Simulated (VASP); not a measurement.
# MgGe2N3 (P-3m1) in VASP: relaxation of cell and atoms with PBE

Aim: the relaxation of cell and atoms of MgGe2N3 with PBE.

Program: VASP 6.6.1. These are calculated values, not measurements. Logs are shortened: lines on timing, memory, paths and dates and some standing lists are left out, and cuts for length are marked.

### Step 1. The cell of the first run

The structure is trigonal, space group P-3m1 (No. 164). Conventional cell: a = 3.061 Å, b = 3.061 Å, c = 7.601 Å, α = 90.00°, β = 90.00°, γ = 120.00°. Mg (site symmetry -3m) has 6 N at 2.24 Å within 3.0 Å. Within 2.8 Å of Ge (site symmetry 3m) lie 6 N at 2.09 to 2.20 Å. N (site symmetry 3m) has 3 Ge at 2.09 Å and 3 Mg at 2.24 Å within 2.8 Å. Within 2.9 Å of N (site symmetry -3m) lie 6 Ge at 2.20 Å.

### Step 2. Relaxation of cell and atoms, PBE

INCAR

```
  PREC = Accurate
  ENCUT = 600
  EDIFF = 1E-6
  ISMEAR = 0
  SIGMA = 0.1
  LREAL = F
  LASPH = T
  NELM = 100
  ALGO = Normal
  ISIF = 3
  LWAVE = F
  LCHARG = F
  GGA = PE
  IBRION = 2
  NSW = 100
  EDIFFG = -0.01
```

KPOINTS

```
Automatic mesh
0
Gamma
  12 12 4
```

POSCAR

```
MgGe2N3
1.0
    3.0609432606      0.0000000000      0.0000000000
   -1.5304716303      2.6508546233      0.0000000000
    0.0000000000      0.0000000000      7.6005647145
Mg Ge N
1 2 3
Direct
    0.0000000000      0.0000000000      0.0000000000
    0.3333333333      0.6666666667      0.3277047332
    0.6666666667      0.3333333333      0.6722952668
    0.6666666667      0.3333333333      0.1817210951
    0.3333333333      0.6666666667      0.8182789049
    0.0000000000      0.0000000000      0.5000000000
```

Potentials or basis: VASP PAW PBE potentials, release 64 (Mg, Ge_d, N).

Launch:

```
$ cat potpaw_PBE.64/Mg/POTCAR potpaw_PBE.64/Ge_d/POTCAR potpaw_PBE.64/N/POTCAR > POTCAR
$ mpirun -np 1 vasp_std > vasp.out
```

OUTCAR:

```text
PREC = Accurate
   ENCUT = 600
   EDIFF = 1E-6
   ISMEAR = 0
   LREAL = F
   LASPH = T
   NELM = 100
   ISIF = 3
   GGA = PE
   IBRION = 2
   NSW = 100
   EDIFFG = -0.01

 ion  position               nearest neighbor table
   1  0.000  0.000  0.000-   4 2.24   5 2.24   4 2.24   5 2.24   4 2.24   5 2.24   2 3.05   3 3.05
                             2 3.05   3 3.05   3 3.05   2 3.05
   2  0.333  0.667  0.328-   4 2.09   4 2.09   4 2.09   6 2.20   6 2.20   6 2.20   1 3.05   1 3.05
                             1 3.05
   3  0.667  0.333  0.672-   5 2.09   5 2.09   5 2.09   6 2.20   6 2.20   6 2.20   1 3.05   1 3.05
                             1 3.05
   4  0.667  0.333  0.182-   2 2.09   2 2.09   2 2.09   1 2.24   1 2.24   1 2.24
   5  0.333  0.667  0.818-   3 2.09   3 2.09   3 2.09   1 2.24   1 2.24   1 2.24
   6  0.000  0.000  0.500-   2 2.20   3 2.20   3 2.20   2 2.20   3 2.20   2 2.20

  LATTYP: Found a hexagonal cell.
 ALAT       =     3.0609432606
 C/A-ratio  =     2.4830792561

  Lattice vectors:

 A1 = (   3.0609432606,   0.0000000000,   0.0000000000)
 A2 = (  -1.5304716303,   2.6508546233,   0.0000000000)
 A3 = (   0.0000000000,   0.0000000000,   7.6005647145)

Analysis of symmetry for initial positions (statically):
=====================================================================
 Subroutine PRICEL returns:
 Original cell was already a primitive cell.

 Routine SETGRP: Setting up the symmetry group for a
 hexagonal supercell.

 Subroutine GETGRP returns: Found 12 space group operations
 (whereof 12 operations were pure point group operations)
 out of a pool of 24 trial point group operations.

The static configuration has the point symmetry D_3d.

Analysis of symmetry for dynamics (positions and initial velocities):
=====================================================================
 Subroutine PRICEL returns:
 Original cell was already a primitive cell.

 Routine SETGRP: Setting up the symmetry group for a
 hexagonal supercell.

 Subroutine GETGRP returns: Found 12 space group operations
 (whereof 12 operations were pure point group operations)
 out of a pool of 24 trial point group operations.

The dynamic configuration has the point symmetry D_3d.

 Subroutine INISYM returns: Found 12 space group operations
 (whereof 12 operations are pure point group operations),
 and found     1 'primitive' translations

----------------------------------------------------------------------------------------

                                     Primitive cell

  volume of cell :      61.6719

  direct lattice vectors                    reciprocal lattice vectors
     3.060943261  0.000000000  0.000000000     0.326696680  0.188618416  0.000000000
    -1.530471630  2.650854623  0.000000000     0.000000000  0.377236832  0.000000000
     0.000000000  0.000000000  7.600564714     0.000000000  0.000000000  0.131569171

  length of vectors
     3.060943261  3.060943261  7.600564714     0.377236832  0.377236832  0.131569171

  position of ions in fractional coordinates (direct lattice)
     0.000000000  0.000000000  0.000000000
     0.333333333  0.666666667  0.327704733
     0.666666667  0.333333333  0.672295267
     0.666666667  0.333333333  0.181721095
     0.333333333  0.666666667  0.818278905
     0.000000000  0.000000000  0.500000000

  ion indices of the primitive-cell ions
   primitive index   ion index
                 1           1
                 2           2
                 3           3
                 4           4
                 5           5
                 6           6

----------------------------------------------------------------------------------------

 KPOINTS: Automatic mesh

Automatic generation of k-mesh.
 Grid dimensions read from file:
 generate k-points for:   12   12    4

 Generating k-lattice:

  Cartesian coordinates                     Fractional coordinates (reciprocal lattice)
     0.027224723  0.015718201  0.000000000     0.083333333 -0.000000000  0.000000000
     0.000000000  0.031436403  0.000000000     0.000000000  0.083333333  0.000000000
     0.000000000  0.000000000  0.032892293     0.000000000  0.000000000  0.250000000

  Length of vectors
     0.031436403  0.031436403  0.032892293

  Shift w.r.t. Gamma in fractional coordinates (k-lattice)
     0.000000000  0.000000000  0.000000000

 Subroutine IBZKPT returns following result:
 ===========================================

 Found     69 irreducible k-points:

 Following reciprocal coordinates:
            Coordinates               Weight
  0.000000  0.000000  0.000000      1.000000
  0.083333  0.000000  0.000000      6.000000
  0.166667  0.000000  0.000000      6.000000
  0.250000  0.000000  0.000000      6.000000
  0.333333  0.000000  0.000000      6.000000
  0.416667 -0.000000  0.000000      6.000000
[... 16 lines left out ...]
  0.166667  0.000000  0.250000      6.000000
  0.000000  0.166667  0.250000      6.000000
 [... further k-points ...]
   k-points           NKPTS =     69   k-points in BZ     NKDIM =     69   number of bands    NBANDS=     27
   number of dos      NEDOS =    301   number of ions     NIONS =      6
   total plane-waves  NPLWV =  36864
   dimension x,y,z NGX =    24 NGY =   24 NGZ =   64
   dimension x,y,z NGXF=    48 NGYF=   48 NGZF=  128
   ions per type =               1   2   3
   NGX,Y,Z   is equivalent  to a cutoff of  13.03, 13.03, 14.00 a.u.
   NGXF,Y,Z  is equivalent  to a cutoff of  26.07, 26.07, 28.00 a.u.
 SYSTEM =  unknown system
   PREC   = accura    normal or accurate (medium, high low for compatibility)
   ISTART =      0    job   : 0-new  1-cont  2-samecut
   ICHARG =      2    charge: 1-file 2-atom 10-const
   ISPIN  =      1    spin polarized calculation?
   LNONCOLLINEAR =      F non collinear calculations
   LSORBIT =      F    spin-orbit coupling
   LASPH  =      T    aspherical Exc in radial PAW
   ENCUT  =  600.0 eV  44.10 Ry    6.64 a.u.   6.11  6.11 15.18*2*pi/ulx,y,z
   NELM   =    100;   NELMIN=  2; NELMDL= -5     # of ELM steps
   EDIFF  = 0.1E-05   stopping-criterion for ELM
   LREAL  =      F    real-space projection
   EDIFFG = -.1E-01   stopping-criterion for IOM
   NSW    =    100    number of steps for IOM
   IBRION =      2    ionic relax: 0-MD 1-quasi-New 2-CG
   NFREE  =      1    steps in history (QN), initial steepest desc. (CG)
   ISIF   =      3    stress and relaxation
   ISYM   =      2    0-nonsym 1-usesym 2-fastsym
   POTIM  = 0.5000    time-step for ionic-motion
   TEBEG  =    0.0;   TEEND  =   0.0 temperature during run
   PSTRESS=    0.0 pullay stress
   NELECT =      45.0000    total number of electrons
   NUPDOWN=      -1.0000    fix difference up-down
   EMIN   =  10.00;   EMAX   =-10.00  energy-range for DOS
   EFERMI =   0.00;   METHOD = LEGACY
   ISMEAR =     0;   SIGMA  =   0.10  broadening in eV -4-tet -1-fermi 0-gaus
   EFERMI_NEDOS =   21; number of points for ismear=-14 and -15
   IALGO  =     38    algorithm
   IMIX   =      4    mixing-type and parameters
     AMIX     =   0.40;   BMIX     =  1.00
     AMIX_MAG =   1.60;   BMIX_MAG =  1.00
  volume/ion in A,a.u.               =      10.28        69.36
  Fermi-wavevector in a.u.,A,eV,Ry     =   1.473839  2.785151 29.554586  2.172201
  Thomas-Fermi vector in A             =   2.588683
   LORBIT       =      0    0 simple, 1 ext, 2 COOP (PROOUT), +10 PAW based schemes
   GGA     = PE    functional components
   LHFCALC =     F    Hartree Fock is set to
   AEXX    =    0.0000 exact exchange contribution
   IVDW    =     0    specifies the selected vdW correction
   LEPSILON=     F    determine dielectric tensor
   LRPA    =     F    only Hartree local field effects (RPA)
 conjugate gradient relaxation of ions
 non-spin polarized calculation
 Gauss-broadening in eV      SIGMA  =   0.10
  energy-cutoff  :      600.00
  volume of cell :       61.67
 maximum number of plane-waves:      2088
   NGX = 13   NGY = 13   NGZ = 31

--------------------------------------- Ionic step        1  -------------------------------------------

 number of electron      44.9999982 magnetization

 Free energy of the ion-electron system (eV)
  ---------------------------------------------------
  ext. energy  EPLUGINS =         0.00000000
  ---------------------------------------------------
  free energy    TOTEN  =       -35.50192700 eV

  energy without entropy =      -35.49486869  energy(sigma->0) =      -35.49839784

------------------------ aborting loop because EDIFF is reached ----------------------------------------

  FORCE on cell =-STRESS in cart. coord.  units (eV):
  Direction    XX          YY          ZZ          XY          YZ          ZX
  --------------------------------------------------------------------------------------
  -------------------------------------------------------------------------------------
  Total       -0.0181238     -0.0181238     -0.4110619      0.0000000      0.0000000     -0.0000000
  in kB       -0.4708384     -0.4708384    -10.6790048      0.0000000      0.0000000     -0.0000000
  external PRESSURE =      -3.8735606 kB  Pullay stress =       0.0000000 kB

 VOLUME and BASIS-vectors are now :
 -----------------------------------------------------------------------------
  energy-cutoff  :      600.00
  volume of cell :       61.67
      direct lattice vectors                 reciprocal lattice vectors
     3.060943261  0.000000000  0.000000000     0.326696680  0.188618416  0.000000000
    -1.530471630  2.650854623  0.000000000     0.000000000  0.377236832  0.000000000
     0.000000000  0.000000000  7.600564714     0.000000000  0.000000000  0.131569171
[... 281 lines left out ...]
 POSITION                                       TOTAL-FORCE (eV/Angst)
 -----------------------------------------------------------------------------------
     -0.00000     -0.00000      7.57672         0.000000      0.000000      0.000000
     -0.00000      1.76780      2.48190         0.000000      0.000000     -0.012467
      1.53096      0.88390      5.09482        -0.000000     -0.000000      0.012467
      1.53096      0.88390      1.37733        -0.000000     -0.000000      0.002618
     -0.00000      1.76780      6.19939         0.000000      0.000000     -0.002618
     -0.00000     -0.00000      3.78836         0.000000      0.000000      0.000000
 -----------------------------------------------------------------------------------
    total drift:                                0.000000     -0.000000      0.000000

  FREE ENERGIE OF THE ION-ELECTRON SYSTEM (eV)
  ---------------------------------------------------
  free  energy   TOTEN  =       -35.5026838861 eV

  energy  without entropy=      -35.4954202949  energy(sigma->0) =      -35.49905209

--------------------------------------- Ionic step        9  -------------------------------------------

 number of electron      44.9999980 magnetization

 Free energy of the ion-electron system (eV)
  ---------------------------------------------------
  ext. energy  EPLUGINS =         0.00000000
  ---------------------------------------------------
  free energy    TOTEN  =       -35.50268576 eV

  energy without entropy =      -35.49543343  energy(sigma->0) =      -35.49905960

 E-fermi :   8.9528     XC(G=0): -12.1357

 val. band max:        8.9262543867   @ k =   0.2500   0.0833   0.5000
 cond. band min:       8.9723466536   @ k =   0.2500   0.0000   0.0000
 fundamental gap:      0.0460922669
 Fermi energy:         8.9527853770

 k-point     1 :       0.0000    0.0000    0.0000
  band No.  band energies     occupation
      1     -17.0049      2.00000
      2     -17.0049      2.00000
      3     -16.9921      2.00000
      4     -16.9917      2.00000
      5     -16.9916      2.00000
      6     -16.9916      2.00000
[... 19 lines left out ...]
     26      14.1455      0.00000
     27      14.1456      0.00000
[... 667 lines left out ...]
      5     -16.9788      2.00000
      6     -16.9723      2.00000
[... 19 lines left out ...]
     26      13.2274      0.00000
     27      14.2460      0.00000

 [... further k-points ...]
[... 5 lines left out ...]
  --------------------------------------------------------------------------------------
  -------------------------------------------------------------------------------------
  Total        0.0081224      0.0081224     -0.0077261      0.0000000     -0.0000000      0.0000000
  in kB        0.2115372      0.2115372     -0.2012162      0.0000000     -0.0000000      0.0000000
  external PRESSURE =       0.0739528 kB  Pullay stress =       0.0000000 kB

 VOLUME and BASIS-vectors are now :
 -----------------------------------------------------------------------------
  energy-cutoff  :      600.00
  volume of cell :       61.52
      direct lattice vectors                 reciprocal lattice vectors
     3.061736175 -0.000000000 -0.000000000     0.326612073  0.188569568  0.000000000
    -1.530868088  2.651541307  0.000000000     0.000000000  0.377139137  0.000000000
    -0.000000000 -0.000000000  7.577744320     0.000000000 -0.000000000  0.131965392

 POSITION                                       TOTAL-FORCE (eV/Angst)
 -----------------------------------------------------------------------------------
      0.00000      0.00000      0.00000         0.000000     -0.000000     -0.000000
     -0.00000      1.76769      2.48211         0.000000      0.000000     -0.006777
      1.53087      0.88385      5.09564        -0.000000     -0.000000      0.006777
      1.53087      0.88385      1.37763         0.000000      0.000000     -0.001295
     -0.00000      1.76769      6.20012        -0.000000     -0.000000      0.001295
     -0.00000     -0.00000      3.78887         0.000000     -0.000000     -0.000000
 -----------------------------------------------------------------------------------
    total drift:                                0.000000      0.000000      0.000000

  FREE ENERGIE OF THE ION-ELECTRON SYSTEM (eV)
  ---------------------------------------------------
  free  energy   TOTEN  =       -35.5026857634 eV

  energy  without entropy=      -35.4954334285  energy(sigma->0) =      -35.49905960

 reached required accuracy - stopping structural energy minimisation
```

It took 10 min on 1 thread of Oxide Virtual Turin-like, shared host; peak memory 0.26 GiB.

What came out:

```
Free energy                            : -35.5027 eV
Relaxed volume                         : 10.25 Å³/atom
Relaxed cell                           : a = 3.062 Å, b = 3.062 Å, c = 7.578 Å, α = 90.00°, β = 90.00°, γ = 120.00°
Space group after relaxing (to 0.05 Å) : P-3m1 (No. 164)
Energy gained by relaxing              : 0.1 meV/atom
Ionic steps                            : 9
Pressure after relaxing                : 0.0 GPa
Largest force after relaxing           : 0.007 eV/Å
```

Forces in eV/Å, atoms in the order of the input:
```
Mg   0.000  0.000  0.000
Ge   0.000  0.000 -0.007
Ge   0.000  0.000  0.007
N    0.000  0.000 -0.001
N    0.000  0.000  0.001
N    0.000  0.000  0.000
```

The path:
| step | energy change (eV) | largest force (eV/Å) | pressure (GPa) | volume (Å³) |
| --- | --- | --- | --- | --- |
| 1 | 0.0000 | 0.0589 | -0.39 | 61.67 |
| 2 | -0.0005 | 0.0622 | 0.20 | 61.45 |
| 3 | -0.0007 | 0.0264 | 0.06 | 61.51 |
| 4 | -0.0007 | 0.0241 | 0.10 | 61.52 |
| 5 | -0.0005 | 0.0177 | -0.18 | 61.60 |
| 6 | -0.0007 | 0.0208 | 0.04 | 61.53 |
| 7 | -0.0007 | 0.0230 | 0.01 | 61.52 |
| 8 | -0.0008 | 0.0125 | 0.02 | 61.52 |
| 9 | -0.0008 | 0.0068 | 0.01 | 61.52 |

Final structure:
```yaml
crystal:
  lattice:
    - [3.06174, 0.00000, 0.00000]
    - [-1.53087, 2.65154, 0.00000]
    - [0.00000, 0.00000, 7.57774]
  atoms:
    - { symbol: Mg, position: [0.00000, 0.00000, 0.00000] }
    - { symbol: Ge, position: [0.33333, 0.66667, 0.32755] }
    - { symbol: Ge, position: [0.66667, 0.33333, 0.67245] }
    - { symbol: N, position: [0.66667, 0.33333, 0.18180] }
    - { symbol: N, position: [0.33333, 0.66667, 0.81820] }
    - { symbol: N, position: [0.00000, 0.00000, 0.50000] }
```
